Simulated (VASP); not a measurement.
Here is a VASP 6.6.1 calculation.

INCAR

```
PREC = Accurate ; ENCUT = 520
EDIFF = 1E-6 ; ISMEAR = 0
SIGMA = 0.1 ; LREAL = F
LASPH = T ; NELM = 60
ALGO = Normal ; ISIF = 2
LWAVE = F ; LCHARG = F
GGA = PE ; NBANDS = 30
```

File KPOINTS:

```
Automatic mesh
0
Gamma
  6 6 2
```

Contents of POSCAR:

```
ZnSe5
1.0
    4.9956578600      0.0000000000      0.0000000000
   -2.4978289300      4.3263666200      0.0000000000
    0.0000000000      0.0000000000      8.3828507500
Zn Se
1 5
Direct
    0.0000000000      0.0000000000      0.0000000000
    0.3333333300      0.6666666700      0.7627830200
    0.3333333300      0.6666666700      0.2372169800
    0.6666666700      0.3333333300      0.2372169800
    0.6666666700      0.3333333300      0.7627830200
    0.0000000000      0.0000000000      0.5000000000
```

Potentials or basis: VASP PAW PBE potentials, release 64 (Zn, Se).

Command:

```console
$ cat potpaw_PBE.64/Zn/POTCAR potpaw_PBE.64/Se/POTCAR > POTCAR
$ mpirun -np 1 vasp_std > vasp.out
```

Task: Predict the largest force.

Result: 0.108 eV/Å.

Task: Estimate the pressure.

Result: -7.6 GPa.

Task: Estimate the band gap on the k mesh.

Result: Zero (bands 21 and 22 overlap by 0.64 eV).

Forces on the atoms (eV/Å):
```
Zn   0.000  0.000  0.000
Se   0.000  0.000 -0.108
Se   0.000  0.000  0.108
Se   0.000  0.000  0.108
Se   0.000  0.000 -0.108
Se   0.000  0.000  0.000
```

Caveat: the k points lie up to 0.37 Å⁻¹ apart, too coarse for converged energies and pressures of a metal; semilocal functionals underestimate gaps, so a narrow gap can read as zero.
